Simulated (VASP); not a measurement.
# Ti4AlC3 (P6_3/mmc) in VASP: notebook

Runs on Ti4AlC3. Level: PBE. Tasks: single point, relaxation of cell and atoms.

Program: VASP 6.6.1. These are calculated values, not measurements. Logs are shortened: lines on timing, memory, paths and dates and some standing lists are left out, and cuts for length are marked.

## Step 1: The cell of the first run

It takes space group P6_3/mmc (No. 194, hexagonal). Conventional cell: a = 3.060 Å, b = 3.060 Å, c = 23.610 Å, α = 90.00°, β = 90.00°, γ = 120.00°. Within 2.9 Å of Ti (site symmetry 3m) lie 6 C at 2.19 to 2.21 Å and 3 Ti at 2.87 Å. Within 2.7 Å of Ti (site symmetry 3m) lie 3 C at 2.02 Å. Within 3.8 Å of Al (site symmetry -6m2) lie 6 Ti at 2.91 Å and 6 Al at 3.06 Å and 6 C at 3.74 Å. Within 2.9 Å of C (site symmetry -3m) lie 6 Ti at 2.21 Å. C (site symmetry 3m) has 6 Ti at 2.02 to 2.19 Å within 2.7 Å.

## Step 2: Single point, PBE

Contents of INCAR:

```
SYSTEM = Ti4AlC3
  ALGO = Normal
  EDIFF = 1E-7
  ENCUT = 520
  GGA = PE
  ISIF = 2
  ISMEAR = 0
  LASPH = .TRUE.
  LCHARG = .FALSE.
  LREAL = Auto
  LWAVE = .FALSE.
  NBANDS = 77
  NELM = 60
  PREC = Accurate
  SIGMA = 0.1
```

Contents of KPOINTS:

```
k-points
0
G
  6 6 1
  0 0 0
```

Contents of POSCAR:

```
Ti4AlC3
1.0
    3.0600000000      0.0000000000      0.0000000000
   -1.5300000000      2.6500377400      0.0000000000
    0.0000000000      0.0000000000     23.6100000000
Ti Al C
8 2 6
Direct
    0.3333333300      0.6666666700      0.0560000000
    0.6666666700      0.3333333300      0.9440000000
    0.6666666700      0.3333333300      0.5560000000
    0.3333333300      0.6666666700      0.4440000000
    0.0000000000      0.0000000000      0.1520000000
    0.0000000000      0.0000000000      0.8480000000
    0.0000000000      0.0000000000      0.6520000000
    0.0000000000      0.0000000000      0.3480000000
    0.3333333300      0.6666666700      0.2500000000
    0.6666666700      0.3333333300      0.7500000000
    0.0000000000      0.0000000000      0.0000000000
    0.0000000000      0.0000000000      0.5000000000
    0.6666666700      0.3333333300      0.1106000000
    0.3333333300      0.6666666700      0.8894000000
    0.3333333300      0.6666666700      0.6106000000
    0.6666666700      0.3333333300      0.3894000000
```

Potentials or basis: VASP PAW PBE potentials, release 64 (Ti_sv, Al, C).

The run is started by

```
cat potpaw_PBE.64/Ti_sv/POTCAR potpaw_PBE.64/Al/POTCAR potpaw_PBE.64/C/POTCAR > POTCAR
mpirun -np 1 vasp_std > vasp.out
```

OUTCAR:

```text
SYSTEM = Ti4AlC3
   EDIFF = 1E-7
   ENCUT = 520
   GGA = PE
   ISIF = 2
   ISMEAR = 0
   LASPH = .TRUE.
   LREAL = Auto
   NELM = 60
   PREC = Accurate

 ion  position               nearest neighbor table
   1  0.333  0.667  0.056-  13 2.19  13 2.19  13 2.19  11 2.21  11 2.21  11 2.21   5 2.87   5 2.87
                             5 2.87
   2  0.667  0.333  0.944-  14 2.19  14 2.19  14 2.19  11 2.21  11 2.21  11 2.21   6 2.87   6 2.87
                             6 2.87
   3  0.667  0.333  0.556-  15 2.19  15 2.19  15 2.19  12 2.21  12 2.21  12 2.21   7 2.87   7 2.87
                             7 2.87
   4  0.333  0.667  0.444-  16 2.19  16 2.19  16 2.19  12 2.21  12 2.21  12 2.21   8 2.87   8 2.87
                             8 2.87
   5  0.000  0.000  0.152-  13 2.02  13 2.02  13 2.02   1 2.87   1 2.87   1 2.87   9 2.91   9 2.91
                             9 2.91
   6  0.000  0.000  0.848-  14 2.02  14 2.02  14 2.02   2 2.87   2 2.87   2 2.87  10 2.91  10 2.91
                            10 2.91
   7  0.000  0.000  0.652-  15 2.02  15 2.02  15 2.02   3 2.87   3 2.87   3 2.87  10 2.91  10 2.91
                            10 2.91
   8  0.000  0.000  0.348-  16 2.02  16 2.02  16 2.02   4 2.87   4 2.87   4 2.87   9 2.91   9 2.91
                             9 2.91
   9  0.333  0.667  0.250-   5 2.91   8 2.91   5 2.91   8 2.91   5 2.91   8 2.91
  10  0.667  0.333  0.750-   6 2.91   7 2.91   6 2.91   7 2.91   6 2.91   7 2.91
  11  0.000  0.000  0.000-   1 2.21   2 2.21   2 2.21   1 2.21   2 2.21   1 2.21
  12  0.000  0.000  0.500-   3 2.21   4 2.21   3 2.21   4 2.21   3 2.21   4 2.21
  13  0.667  0.333  0.111-   5 2.02   5 2.02   5 2.02   1 2.19   1 2.19   1 2.19
  14  0.333  0.667  0.889-   6 2.02   6 2.02   6 2.02   2 2.19   2 2.19   2 2.19
  15  0.333  0.667  0.611-   7 2.02   7 2.02   7 2.02   3 2.19   3 2.19   3 2.19
  16  0.667  0.333  0.389-   8 2.02   8 2.02   8 2.02   4 2.19   4 2.19   4 2.19

  LATTYP: Found a hexagonal cell.
 ALAT       =     3.0600000000
 C/A-ratio  =     7.7156862745

  Lattice vectors:

 A1 = (   3.0600000000,   0.0000000000,   0.0000000000)
 A2 = (  -1.5300000000,   2.6500377400,   0.0000000000)
 A3 = (   0.0000000000,   0.0000000000,  23.6100000000)

Analysis of symmetry for initial positions (statically):
=====================================================================
 Subroutine PRICEL returns:
 Original cell was already a primitive cell.

 Routine SETGRP: Setting up the symmetry group for a
 hexagonal supercell.

 Subroutine GETGRP returns: Found 24 space group operations
 (whereof 12 operations were pure point group operations)
 out of a pool of 24 trial point group operations.

The static configuration has the point symmetry D_3d.
 The point group associated with its full space group is D_6h.

Analysis of symmetry for dynamics (positions and initial velocities):
=====================================================================
 Subroutine PRICEL returns:
 Original cell was already a primitive cell.

 Routine SETGRP: Setting up the symmetry group for a
 hexagonal supercell.

 Subroutine GETGRP returns: Found 24 space group operations
 (whereof 12 operations were pure point group operations)
 out of a pool of 24 trial point group operations.

The dynamic configuration has the point symmetry D_3d.
 The point group associated with its full space group is D_6h.

 Subroutine INISYM returns: Found 24 space group operations
 (whereof 12 operations are pure point group operations),
 and found     1 'primitive' translations

----------------------------------------------------------------------------------------

                                     Primitive cell

  volume of cell :     191.4562

  direct lattice vectors                    reciprocal lattice vectors
     3.060000000  0.000000000  0.000000000     0.326797386  0.188676558  0.000000000
    -1.530000000  2.650037740  0.000000000     0.000000000  0.377353116  0.000000000
     0.000000000  0.000000000 23.610000000     0.000000000  0.000000000  0.042354934

  length of vectors
     3.060000000  3.060000004 23.610000000     0.377353117  0.377353116  0.042354934

  position of ions in fractional coordinates (direct lattice)
     0.333333330  0.666666670  0.056000000
     0.666666670  0.333333330  0.944000000
     0.666666670  0.333333330  0.556000000
     0.333333330  0.666666670  0.444000000
     0.000000000  0.000000000  0.152000000
     0.000000000  0.000000000  0.848000000
[... 8 lines left out ...]
     0.333333330  0.666666670  0.610600000
     0.666666670  0.333333330  0.389400000

  ion indices of the primitive-cell ions
   primitive index   ion index
                 1           1
                 2           2
                 3           3
                 4           4
                 5           5
                 6           6
[... 8 lines left out ...]
                15          15
                16          16

----------------------------------------------------------------------------------------

 KPOINTS: k-points

Automatic generation of k-mesh.
 Grid dimensions read from file:
 generate k-points for:    6    6    1

 Generating k-lattice:

  Cartesian coordinates                     Fractional coordinates (reciprocal lattice)
     0.054466231  0.031446093  0.000000000     0.166666667  0.000000000  0.000000000
     0.000000000  0.062892186  0.000000000     0.000000000  0.166666667  0.000000000
     0.000000000  0.000000000  0.042354934     0.000000000  0.000000000  1.000000000

  Length of vectors
     0.062892186  0.062892186  0.042354934

  Shift w.r.t. Gamma in fractional coordinates (k-lattice)
     0.000000000  0.000000000  0.000000000

 Subroutine IBZKPT returns following result:
 ===========================================

 Found      7 irreducible k-points:

 Following reciprocal coordinates:
            Coordinates               Weight
  0.000000  0.000000  0.000000      1.000000
  0.166667  0.000000  0.000000      6.000000
  0.333333 -0.000000  0.000000      6.000000
  0.500000  0.000000  0.000000      3.000000
  0.166667  0.166667  0.000000      6.000000
  0.333333  0.166667  0.000000     12.000000
  0.333333  0.333333  0.000000      2.000000
   k-points           NKPTS =      7   k-points in BZ     NKDIM =      7   number of bands    NBANDS=     77
   number of dos      NEDOS =    301   number of ions     NIONS =     16
   total plane-waves  NPLWV = 103680
   dimension x,y,z NGX =    24 NGY =   24 NGZ =  180
   dimension x,y,z NGXF=    48 NGYF=   48 NGZF=  360
   ions per type =               8   2   6
   NGX,Y,Z   is equivalent  to a cutoff of  13.04, 13.04, 12.67 a.u.
   NGXF,Y,Z  is equivalent  to a cutoff of  26.08, 26.08, 25.35 a.u.
 SYSTEM =  Ti4AlC3
   PREC   = accura    normal or accurate (medium, high low for compatibility)
   ISTART =      0    job   : 0-new  1-cont  2-samecut
   ICHARG =      2    charge: 1-file 2-atom 10-const
   ISPIN  =      1    spin polarized calculation?
   LNONCOLLINEAR =      F non collinear calculations
   LSORBIT =      F    spin-orbit coupling
   LASPH  =      T    aspherical Exc in radial PAW
   ENCUT  =  520.0 eV  38.22 Ry    6.18 a.u.   5.69  5.69 43.90*2*pi/ulx,y,z
   NELM   =     60;   NELMIN=  2; NELMDL= -5     # of ELM steps
   EDIFF  = 0.1E-06   stopping-criterion for ELM
   LREAL  =      T    real-space projection
   EDIFFG = 0.1E-05   stopping-criterion for IOM
   NSW    =      0    number of steps for IOM
   IBRION =     -1    ionic relax: 0-MD 1-quasi-New 2-CG
   NFREE  =      0    steps in history (QN), initial steepest desc. (CG)
   ISIF   =      2    stress and relaxation
   ISYM   =      2    0-nonsym 1-usesym 2-fastsym
   POTIM  = 0.5000    time-step for ionic-motion
   TEBEG  =    0.0;   TEEND  =   0.0 temperature during run
   PSTRESS=    0.0 pullay stress
   NELECT =     126.0000    total number of electrons
   NUPDOWN=      -1.0000    fix difference up-down
   EMIN   =  10.00;   EMAX   =-10.00  energy-range for DOS
   EFERMI =   0.00;   METHOD = LEGACY
   ISMEAR =     0;   SIGMA  =   0.10  broadening in eV -4-tet -1-fermi 0-gaus
   EFERMI_NEDOS =   21; number of points for ismear=-14 and -15
   IALGO  =     38    algorithm
   IMIX   =      4    mixing-type and parameters
     AMIX     =   0.40;   BMIX     =  1.00
     AMIX_MAG =   1.60;   BMIX_MAG =  1.00
  volume/ion in A,a.u.               =      11.97        80.75
  Fermi-wavevector in a.u.,A,eV,Ry     =   1.423995  2.690961 27.589381  2.027762
  Thomas-Fermi vector in A             =   2.544533
   LORBIT       =      0    0 simple, 1 ext, 2 COOP (PROOUT), +10 PAW based schemes
   GGA     = PE    functional components
   LHFCALC =     F    Hartree Fock is set to
   AEXX    =    0.0000 exact exchange contribution
   IVDW    =     0    specifies the selected vdW correction
   LEPSILON=     F    determine dielectric tensor
   LRPA    =     F    only Hartree local field effects (RPA)
 non-spin polarized calculation
 Gauss-broadening in eV      SIGMA  =   0.10
  energy-cutoff  :      520.00
  volume of cell :      191.46
 maximum number of plane-waves:      5176
 NGX is ok and might be reduce to    24
   NGX = 11   NGY = 11   NGZ = 87

 number of electron     125.9999967 magnetization

 Free energy of the ion-electron system (eV)
  ---------------------------------------------------
  ext. energy  EPLUGINS =         0.00000000
  ---------------------------------------------------
  free energy    TOTEN  =      -137.10336856 eV

  energy without entropy =     -137.05517745  energy(sigma->0) =     -137.07927301

 E-fermi :   8.6900     XC(G=0): -11.9450

 val. band max:        8.6881815750   @ k =   0.1667   0.0000   0.0000
 cond. band min:       8.6977319921   @ k =   0.1667   0.1667   0.0000
 fundamental gap:      0.0095504172
 Fermi energy:         8.6899720043

 k-point     1 :       0.0000    0.0000    0.0000
  band No.  band energies     occupation
      1     -47.9465      2.00000
      2     -47.9465      2.00000
      3     -47.9253      2.00000
      4     -47.9253      2.00000
      5     -47.7582      2.00000
      6     -47.7582      2.00000
[... 67 lines left out ...]
     74      10.4528      0.00000
     75      11.1458      0.00000

 k-point     2 :       0.1667    0.0000    0.0000
  band No.  band energies     occupation
      1     -47.9313      2.00000
      2     -47.9313      2.00000
      3     -47.9125      2.00000
      4     -47.9125      2.00000
      5     -47.7476      2.00000
      6     -47.7476      2.00000
[... 67 lines left out ...]
     74      10.5716      0.00000
     75      11.1896      0.00000

 k-point     3 :       0.3333   -0.0000    0.0000
  band No.  band energies     occupation
      1     -47.9000      2.00000
      2     -47.9000      2.00000
      3     -47.8874      2.00000
      4     -47.8874      2.00000
      5     -47.7264      2.00000
      6     -47.7264      2.00000
[... 67 lines left out ...]
     74      11.2844      0.00000
     75      11.2974      0.00000

 k-point     4 :       0.5000    0.0000    0.0000
  band No.  band energies     occupation
      1     -47.8832      2.00000
      2     -47.8832      2.00000
      3     -47.8759      2.00000
      4     -47.8759      2.00000
      5     -47.7159      2.00000
      6     -47.7158      2.00000
[... 67 lines left out ...]
     74      11.5665      0.00000
     75      11.5840      0.00000

 k-point     5 :       0.1667    0.1667    0.0000
  band No.  band energies     occupation
      1     -47.9081      2.00000
      2     -47.9081      2.00000
      3     -47.8936      2.00000
      4     -47.8936      2.00000
      5     -47.7317      2.00000
      6     -47.7317      2.00000
[... 67 lines left out ...]
     74      10.9206      0.00000
     75      11.2207      0.00000

 k-point     6 :       0.3333    0.1667    0.0000
  band No.  band energies     occupation
      1     -47.8832      2.00000
      2     -47.8832      2.00000
      3     -47.8759      2.00000
      4     -47.8759      2.00000
      5     -47.7159      2.00000
      6     -47.7158      2.00000
[... 67 lines left out ...]
     74      11.4238      0.00000
     75      11.4647      0.00000

 k-point     7 :       0.3333    0.3333    0.0000
  band No.  band energies     occupation
      1     -47.8724      2.00000
      2     -47.8724      2.00000
      3     -47.8724      2.00000
      4     -47.8724      2.00000
      5     -47.7106      2.00000
      6     -47.7106      2.00000
[... 67 lines left out ...]
     74      11.2535      0.00000
     75      11.2952      0.00000
 [bands above 75 left out]

------------------------ aborting loop because EDIFF is reached ----------------------------------------

  FORCE on cell =-STRESS in cart. coord.  units (eV):
  Direction    XX          YY          ZZ          XY          YZ          ZX
  --------------------------------------------------------------------------------------
  -------------------------------------------------------------------------------------
  Total        7.5910598      7.5910599      3.2823870      0.0000000      0.0000000      0.0000000
  in kB       63.5248319     63.5248321     27.4682435      0.0000000      0.0000000      0.0000000
  external PRESSURE =      51.5059692 kB  Pullay stress =       0.0000000 kB

 VOLUME and BASIS-vectors are now :
 -----------------------------------------------------------------------------
  energy-cutoff  :      520.00
  volume of cell :      191.46
      direct lattice vectors                 reciprocal lattice vectors
     3.060000000  0.000000000  0.000000000     0.326797386  0.188676558  0.000000000
    -1.530000000  2.650037740  0.000000000     0.000000000  0.377353116  0.000000000
     0.000000000  0.000000000 23.610000000     0.000000000  0.000000000  0.042354934

 POSITION                                       TOTAL-FORCE (eV/Angst)
 -----------------------------------------------------------------------------------
     -0.00000      1.76669      1.32216         0.000000      0.000000     -3.157055
      1.53000      0.88335     22.28784        -0.000000     -0.000000      3.157055
      1.53000      0.88335     13.12716        -0.000000     -0.000000     -3.157055
     -0.00000      1.76669     10.48284         0.000000     -0.000000      3.157055
      0.00000      0.00000      3.58872         0.000000     -0.000000      1.934269
      0.00000      0.00000     20.02128         0.000000      0.000000     -1.934269
[... 8 lines left out ...]
     -0.00000      1.76669     14.41627         0.000000     -0.000000     -0.715990
      1.53000      0.88335      9.19373         0.000000      0.000000      0.715990
 -----------------------------------------------------------------------------------
    total drift:                               -0.000043      0.000025     -0.000001

  FREE ENERGIE OF THE ION-ELECTRON SYSTEM (eV)
  ---------------------------------------------------
  free  energy   TOTEN  =      -137.1033685590 eV

  energy  without entropy=     -137.0551774528  energy(sigma->0) =     -137.07927301
```

Wall time 7.8 min (1 thread of Intel Xeon Platinum 8375C at 2.90GHz (Ice Lake), shared host); peak memory 0.33 GiB.

Results:

```
Free energy            : -137.1034 eV
Pressure               : 5.2 GPa
Largest force          : 3.157 eV/Å
Band gap on the k mesh : zero (bands 63 and 64 overlap by 1.43 eV)
```

Forces in eV/Å, atoms in the order of the input:
```
Ti   0.000  0.000 -3.157
Ti   0.000  0.000  3.157
Ti   0.000  0.000 -3.157
Ti   0.000  0.000  3.157
Ti   0.000  0.000  1.934
Ti   0.000  0.000 -1.934
Ti   0.000  0.000  1.934
Ti   0.000  0.000 -1.934
Al   0.000  0.000  0.000
Al   0.000  0.000  0.000
C    0.000  0.000  0.000
C    0.000  0.000  0.000
C    0.000  0.000 -0.716
C    0.000  0.000  0.716
C    0.000  0.000 -0.716
C    0.000  0.000  0.716
```

Caveat: the k points lie up to 0.40 Å⁻¹ apart, too coarse for converged energies and pressures of a metal; forces of over 1 eV/Å act on the atoms, so gaps and moduli don't describe the material at rest.

(Part 1 of 2 ends here.)

The gap in the log of VASP goes by the Fermi energy; the results here count the filled bands.